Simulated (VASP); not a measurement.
# Cu in VASP: single point with PBE+D3(BJ)

Aim: the single point of Cu with PBE+D3(BJ).

Program: VASP 6.6.1. These are calculated values, not measurements. Logs are shortened: lines on timing, memory, paths and dates and some standing lists are left out, and cuts for length are marked.

## 1. The cell of the first run

The cell holds a slab with vacuum, 16 atoms: a = 5.105 Å, b = 5.105 Å, c = 21.915 Å, α = 90.00°, β = 90.00°, γ = 90.00°.

## 2. Single point, PBE+D3(BJ)

INCAR reads:

```
PREC = Accurate
ENCUT = 520
EDIFF = 1E-6
ISMEAR = 1
SIGMA = 0.1
LREAL = F
LASPH = T
NELM = 120
ALGO = Normal
ISIF = 2
LWAVE = F
LCHARG = F
GGA = PE
IVDW = 12
NBANDS = 102
GGA_COMPAT = F
NELMDL = -8
```

KPOINTS reads:

```
Automatic mesh
0
Gamma
  2 2 1
```

POSCAR reads:

```
Cu
1.0
    5.1053109602      0.0000000000      0.0000000000
    0.0000000000      5.1053109602      0.0000000000
    0.0000000000      0.0000000000     21.9150000000
Cu
16
Direct
    0.2500000000      0.2500000000      0.1140771200
    0.7500000000      0.2500000000      0.1140771200
    0.2500000000      0.7500000000      0.1140771200
    0.7500000000      0.7500000000      0.1140771200
    0.0000000000      0.0000000000      0.1964407900
    0.5000000000      0.0000000000      0.1964407900
    0.0000000000      0.5000000000      0.1964407900
    0.5000000000      0.5000000000      0.1964407900
    0.2500552200      0.2500534300      0.2777635900
    0.7500159700      0.2501835400      0.2778272000
    0.2499218600      0.7500732100      0.2777560300
    0.7499200300      0.7502235500      0.2777592700
    0.0002310900      0.0008289500      0.3574152900
    0.5002376300     -0.0007405900      0.3573716300
   -0.0003155000      0.5009532900      0.3573789200
    0.4995762500      0.4994531800      0.3574009800
```

Potentials or basis: VASP PAW PBE potentials, release 64 (Cu).

The run is started by

```sh
$ cat potpaw_PBE.64/Cu/POTCAR > POTCAR
$ mpirun -np 1 vasp_std > vasp.out
```

OUTCAR:

```text
PREC = Accurate
   ENCUT = 520
   EDIFF = 1E-6
   ISMEAR = 1
   LREAL = F
   LASPH = T
   NELM = 120
   ISIF = 2
   GGA = PE
   IVDW = 12
   NELMDL = -8
 IVDW          = 12

 ion  position               nearest neighbor table
   1  0.250  0.250  0.114-   5 2.55   6 2.55   7 2.55   8 2.55   2 2.55   3 2.55   3 2.55   2 2.55

   2  0.750  0.250  0.114-   5 2.55   6 2.55   7 2.55   8 2.55   1 2.55   4 2.55   4 2.55   1 2.55

   3  0.250  0.750  0.114-   5 2.55   6 2.55   7 2.55   8 2.55   1 2.55   4 2.55   1 2.55   4 2.55

   4  0.750  0.750  0.114-   5 2.55   6 2.55   7 2.55   8 2.55   2 2.55   3 2.55   2 2.55   3 2.55

   5  0.000  0.000  0.196-  11 2.54  12 2.54   9 2.54  10 2.54   1 2.55   2 2.55   3 2.55   4 2.55
                             6 2.55   7 2.55   7 2.55   6 2.55
   6  0.500  0.000  0.196-  12 2.54  11 2.54   9 2.54  10 2.54   1 2.55   2 2.55   3 2.55   4 2.55
                             5 2.55   8 2.55   8 2.55   5 2.55
   7  0.000  0.500  0.196-  11 2.54   9 2.54  10 2.54  12 2.54   1 2.55   2 2.55   3 2.55   4 2.55
                             5 2.55   8 2.55   5 2.55   8 2.55
   8  0.500  0.500  0.196-   9 2.54  11 2.54  12 2.54  10 2.54   1 2.55   2 2.55   3 2.55   4 2.55
                             6 2.55   7 2.55   6 2.55   7 2.55
   9  0.250  0.250  0.278-  16 2.51  13 2.51  14 2.51  15 2.51   8 2.54   6 2.54   7 2.54   5 2.54
                            10 2.55  11 2.55  11 2.55  10 2.55
  10  0.750  0.250  0.278-  13 2.51  16 2.51  15 2.51  14 2.51   7 2.54   8 2.54   5 2.54   6 2.54
                            12 2.55   9 2.55   9 2.55  12 2.55
  11  0.250  0.750  0.278-  15 2.51  14 2.51  16 2.51  13 2.51   5 2.54   7 2.54   6 2.54   8 2.54
                             9 2.55  12 2.55  12 2.55   9 2.55
  12  0.750  0.750  0.278-  14 2.51  15 2.51  13 2.51  16 2.51   6 2.54   5 2.54   8 2.54   7 2.54
                            10 2.55  11 2.55  11 2.55  10 2.55
  13  0.000  0.001  0.357-   9 2.51  10 2.51  11 2.51  12 2.51  15 2.55  14 2.55  14 2.55  15 2.55

  14  0.500  0.999  0.357-  12 2.51  11 2.51  10 2.51   9 2.51  16 2.55  13 2.55  13 2.55  16 2.55

  15  1.000  0.501  0.357-  12 2.51  11 2.51  10 2.51   9 2.51  13 2.55  16 2.55  16 2.55  13 2.55

  16  0.500  0.499  0.357-   9 2.51  10 2.51  11 2.51  12 2.51  14 2.55  15 2.55  15 2.55  14 2.55

  LATTYP: Found a simple tetragonal cell.
 ALAT       =     5.1053109602
 C/A-ratio  =     4.2925886730

  Lattice vectors:

 A1 = (   5.1053109602,   0.0000000000,   0.0000000000)
 A2 = (   0.0000000000,   5.1053109602,   0.0000000000)
 A3 = (   0.0000000000,   0.0000000000,  21.9150000000)

Analysis of symmetry for initial positions (statically):
=====================================================================
 Subroutine PRICEL returns:
 Original cell was already a primitive cell.

 Routine SETGRP: Setting up the symmetry group for a
 simple tetragonal supercell.

 Subroutine GETGRP returns: Found  1 space group operations
 (whereof  1 operations were pure point group operations)
 out of a pool of 16 trial point group operations.

The static configuration has the point symmetry C_1 .

Analysis of symmetry for dynamics (positions and initial velocities):
=====================================================================
 Subroutine PRICEL returns:
 Original cell was already a primitive cell.

 Routine SETGRP: Setting up the symmetry group for a
 simple tetragonal supercell.

 Subroutine GETGRP returns: Found  1 space group operations
 (whereof  1 operations were pure point group operations)
 out of a pool of 16 trial point group operations.

The dynamic configuration has the point symmetry C_1 .

 Subroutine INISYM returns: Found  1 space group operations
 (whereof  1 operations are pure point group operations),
 and found     1 'primitive' translations

----------------------------------------------------------------------------------------

                                     Primitive cell

  volume of cell :     571.1969

  direct lattice vectors                    reciprocal lattice vectors
     5.105310960  0.000000000  0.000000000     0.195874455  0.000000000  0.000000000
     0.000000000  5.105310960  0.000000000     0.000000000  0.195874455  0.000000000
     0.000000000  0.000000000 21.915000000     0.000000000  0.000000000  0.045630846

  length of vectors
     5.105310960  5.105310960 21.915000000     0.195874455  0.195874455  0.045630846

  position of ions in fractional coordinates (direct lattice)
     0.250000000  0.250000000  0.114077120
     0.750000000  0.250000000  0.114077120
     0.250000000  0.750000000  0.114077120
     0.750000000  0.750000000  0.114077120
     0.000000000  0.000000000  0.196440790
     0.500000000  0.000000000  0.196440790
[... 8 lines left out ...]
     0.999684500  0.500953290  0.357378920
     0.499576250  0.499453180  0.357400980

  ion indices of the primitive-cell ions
   primitive index   ion index
                 1           1
                 2           2
                 3           3
                 4           4
                 5           5
                 6           6
[... 8 lines left out ...]
                15          15
                16          16

----------------------------------------------------------------------------------------

 KPOINTS: Automatic mesh

Automatic generation of k-mesh.
 Grid dimensions read from file:
 generate k-points for:    2    2    1

 Generating k-lattice:

  Cartesian coordinates                     Fractional coordinates (reciprocal lattice)
     0.097937227  0.000000000  0.000000000     0.500000000  0.000000000  0.000000000
     0.000000000  0.097937227  0.000000000     0.000000000  0.500000000  0.000000000
     0.000000000  0.000000000  0.045630846     0.000000000  0.000000000  1.000000000

  Length of vectors
     0.097937227  0.097937227  0.045630846

  Shift w.r.t. Gamma in fractional coordinates (k-lattice)
     0.000000000  0.000000000  0.000000000

 Subroutine IBZKPT returns following result:
 ===========================================

 Found      4 irreducible k-points:

 Following reciprocal coordinates:
            Coordinates               Weight
  0.000000  0.000000  0.000000      1.000000
  0.500000  0.000000  0.000000      1.000000
  0.000000  0.500000  0.000000      1.000000
  0.500000  0.500000  0.000000      1.000000
   k-points           NKPTS =      4   k-points in BZ     NKDIM =      4   number of bands    NBANDS=    102
   number of dos      NEDOS =    301   number of ions     NIONS =     16
   total plane-waves  NPLWV = 268800
   dimension x,y,z NGX =    40 NGY =   40 NGZ =  168
   dimension x,y,z NGXF=    80 NGYF=   80 NGZF=  336
   ions per type =              16
   NGX,Y,Z   is equivalent  to a cutoff of  13.03, 13.03, 12.74 a.u.
   NGXF,Y,Z  is equivalent  to a cutoff of  26.05, 26.05, 25.49 a.u.
 SYSTEM =  unknown system
   PREC   = accura    normal or accurate (medium, high low for compatibility)
   ISTART =      0    job   : 0-new  1-cont  2-samecut
   ICHARG =      2    charge: 1-file 2-atom 10-const
   ISPIN  =      1    spin polarized calculation?
   LNONCOLLINEAR =      F non collinear calculations
   LSORBIT =      F    spin-orbit coupling
   LASPH  =      T    aspherical Exc in radial PAW
   ENCUT  =  520.0 eV  38.22 Ry    6.18 a.u.   9.49  9.49 40.75*2*pi/ulx,y,z
   NELM   =    120;   NELMIN=  2; NELMDL= -8     # of ELM steps
   EDIFF  = 0.1E-05   stopping-criterion for ELM
   LREAL  =      F    real-space projection
[... 7 lines left out ...]
   TEBEG  =    0.0;   TEEND  =   0.0 temperature during run
   PSTRESS=    0.0 pullay stress
   NELECT =     176.0000    total number of electrons
   NUPDOWN=      -1.0000    fix difference up-down
   EMIN   =  10.00;   EMAX   =-10.00  energy-range for DOS
   EFERMI =   0.00;   METHOD = LEGACY
   ISMEAR =     1;   SIGMA  =   0.10  broadening in eV -4-tet -1-fermi 0-gaus
   EFERMI_NEDOS =   21; number of points for ismear=-14 and -15
   IALGO  =     38    algorithm
   IMIX   =      4    mixing-type and parameters
     AMIX     =   0.40;   BMIX     =  1.00
     AMIX_MAG =   1.60;   BMIX_MAG =  1.00
  volume/ion in A,a.u.               =      35.70       240.91
  Fermi-wavevector in a.u.,A,eV,Ry     =   1.105733  2.089533 16.635114  1.222646
  Thomas-Fermi vector in A             =   2.242225
   LORBIT       =      0    0 simple, 1 ext, 2 COOP (PROOUT), +10 PAW based schemes
   GGA     = PE    functional components
   LHFCALC =     F    Hartree Fock is set to
   AEXX    =    0.0000 exact exchange contribution
   IVDW    =    12    specifies the selected vdW correction
   LEPSILON=     F    determine dielectric tensor
   LRPA    =     F    only Hartree local field effects (RPA)
 non-spin polarized calculation
 Methfessel and Paxton  Order N= 1 SIGMA  =   0.10
  energy-cutoff  :      520.00
  volume of cell :      571.20
 maximum number of plane-waves:     15437
 NGX is ok and might be reduce to    40
   NGX = 19   NGY = 19   NGZ = 81

 number of electron     175.9999725 magnetization

 Free energy of the ion-electron system (eV)
  ---------------------------------------------------
  ext. energy  EPLUGINS =         0.00000000
  ---------------------------------------------------
  free energy    TOTEN  =       -54.13693018 eV

  energy without entropy =      -54.14335489  energy(sigma->0) =      -54.13907175

 E-fermi :  -0.5074     XC(G=0):  -5.0756

 val. band max:       -0.5801058654   @ k =   0.0000   0.0000   0.0000
 cond. band min:      -0.2205347118   @ k =   0.5000   0.5000   0.0000
 fundamental gap:      0.3595711536
 Fermi energy:        -0.5073805376

 k-point     1 :       0.0000    0.0000    0.0000
  band No.  band energies     occupation
      1      -9.4402      2.00000
      2      -7.6618      2.00000
      3      -5.7051      2.00000
      4      -5.6217      2.00000
      5      -5.6217      2.00000
      6      -5.5675      2.00000
[... 92 lines left out ...]
     99       2.8349      0.00000
    100       3.9040      0.00000

 k-point     2 :       0.5000    0.0000    0.0000
  band No.  band energies     occupation
      1      -8.0196      2.00000
      2      -8.0190      2.00000
      3      -6.4617      2.00000
      4      -6.4614      2.00000
      5      -5.0461      2.00000
      6      -5.0457      2.00000
[... 92 lines left out ...]
     99       3.8913      0.00000
    100       3.8915      0.00000

 k-point     3 :       0.0000    0.5000    0.0000
  band No.  band energies     occupation
      1      -8.0198      2.00000
      2      -8.0188      2.00000
      3      -6.4617      2.00000
      4      -6.4613      2.00000
      5      -5.0463      2.00000
      6      -5.0454      2.00000
[... 92 lines left out ...]
     99       3.8915      0.00000
    100       3.8916      0.00000

 k-point     4 :       0.5000    0.5000    0.0000
  band No.  band energies     occupation
      1      -6.7645      2.00000
      2      -6.7641      2.00000
      3      -6.7637      2.00000
      4      -6.7630      2.00000
      5      -5.4255      2.00000
      6      -5.4251      2.00000
[... 92 lines left out ...]
     99       4.5888      0.00000
    100       4.5888      0.00000
 [bands above 100 left out]

------------------------ aborting loop because EDIFF is reached ----------------------------------------

 Edisp (eV)   -6.54972

 E8    (eV) :    -2.9332

  FORCE on cell =-STRESS in cart. coord.  units (eV):
  Direction    XX          YY          ZZ          XY          YZ          ZX
  --------------------------------------------------------------------------------------
  -------------------------------------------------------------------------------------
  Total     -10.54387   -10.54392    -2.06804    -0.00004    -0.00983     0.00586
  in kB     -29.57501   -29.57513    -5.80074    -0.00011    -0.02758     0.01645
  external pressure =      -21.65 kB  Pullay stress =        0.00 kB

 VOLUME and BASIS-vectors are now :
 -----------------------------------------------------------------------------
  energy-cutoff  :      520.00
  volume of cell :      571.20
      direct lattice vectors                 reciprocal lattice vectors
     5.105310960  0.000000000  0.000000000     0.195874455  0.000000000  0.000000000
     0.000000000  5.105310960  0.000000000     0.000000000  0.195874455  0.000000000
     0.000000000  0.000000000 21.915000000     0.000000000  0.000000000  0.045630846

 POSITION                                       TOTAL-FORCE (eV/Angst)
 -----------------------------------------------------------------------------------
      1.27633      1.27633      2.50000        -0.000001      0.000001      0.258466
      3.82898      1.27633      2.50000         0.000021     -0.000006      0.258562
      1.27633      3.82898      2.50000         0.000021     -0.000027      0.258359
      3.82898      3.82898      2.50000         0.000017     -0.000037      0.258469
      0.00000      0.00000      4.30500        -0.001301      0.002679     -0.275747
      2.55266      0.00000      4.30500         0.000822      0.002616     -0.276104
[... 8 lines left out ...]
      5.10370      2.55752      7.83196         0.002324     -0.009128     -0.020985
      2.55049      2.54986      7.83244         0.004717      0.004977     -0.023388
 -----------------------------------------------------------------------------------
    total drift:                               -0.000356      0.000886     -0.000376

  FREE ENERGIE OF THE ION-ELECTRON SYSTEM (eV)
  ---------------------------------------------------
  free  energy   TOTEN  =       -60.6866546872 eV

  energy  without entropy=      -60.6930794031  energy(sigma->0) =      -60.68879626
```

It took 20 min on 1 thread of Oxide Virtual Turin-like, shared host; peak memory 0.56 GiB.

What came out:

```
Free energy                : -60.6867 eV
Largest force              : 0.276 eV/Å
Band gap on the k mesh     : zero (bands 88 and 89 overlap by 0.72 eV)
Dispersion energy per atom : -0.409 eV
```

Forces on the atoms (eV/Å):
```
Cu   0.000  0.000  0.258
Cu   0.000  0.000  0.259
Cu   0.000  0.000  0.258
Cu   0.000  0.000  0.258
Cu  -0.001  0.003 -0.276
Cu   0.001  0.003 -0.276
Cu  -0.001  0.000 -0.275
Cu   0.001  0.000 -0.276
Cu  -0.003  0.000  0.042
Cu   0.000 -0.001  0.033
Cu   0.000  0.000  0.041
Cu   0.002 -0.004  0.041
Cu  -0.001 -0.006 -0.025
Cu  -0.004  0.011 -0.019
Cu   0.002 -0.009 -0.021
Cu   0.005  0.005 -0.023
```

Levels at points of the mesh, in eV from the Fermi level:
```tsv
k point	band 83	band 84	band 85	band 86	band 87	band 88	band 89	band 90	band 91	band 92
(0.00, 0.00, 0.00)	-1.21	-0.45	-0.45	-0.44	-0.44	-0.42	-0.11	-0.11	-0.07	-0.07
(0.50, 0.00, 0.00)	-1.61	-1.61	-1.09	-1.09	0.61	0.61	0.62	0.62	1.30	1.30
(0.00, 0.50, 0.00)	-1.61	-1.61	-1.09	-1.09	0.61	0.61	0.61	0.61	1.30	1.30
(0.50, 0.50, 0.00)	-1.63	-1.63	-1.23	-1.23	-1.23	-1.23	0.29	0.29	0.29	0.29
```

Caveat: the k points lie up to 0.62 Å⁻¹ apart, too coarse for converged energies and pressures of a metal; there is no dipole correction, which matters where the two faces differ.

The gap in the log of VASP goes by the Fermi energy; the results here count the filled bands.